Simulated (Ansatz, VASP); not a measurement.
**One calculation of SnTe, two programs**

```
Sn Te
1.0
     0.00000    3.14171    3.14171
     3.14171    0.00000    3.14171
     3.14171    3.14171    0.00000
Sn Te
1 1
Direct
  0.00000 0.00000 0.00000
  0.50000 0.50000 0.50000
```

Alike in both runs: task single point; functional PBE; k mesh 6 × 6 × 6; occupations fermi-dirac, width 0.02 eV; no spin polarisation.

|  | VASP | Ansatz |
| --- | --- | --- |
| version | VASP 6.6.1 | Ansatz 0.2.0 |
| potentials or method | VASP PAW PBE potentials, release 64 (Sn_d, Te) | plane waves, PAW |
| plane-wave cutoff (eV) | 500 | 420 |
| valence electrons in the cell | 20 | 30 |

VASP gave:

| Property | Result |
| --- | --- |
| pressure (GPa) | 2.6 |

Task: Which values does Ansatz return?

Result: Pressure (GPa): 2.7.

With one functional, cell and mesh, what is left measures potentials, basis and numerics. VASP's potentials hold 20 valence electrons a cell and Ansatz's 30, so a difference there can come from the potentials and not from the codes.

Spin-orbit coupling is off throughout.
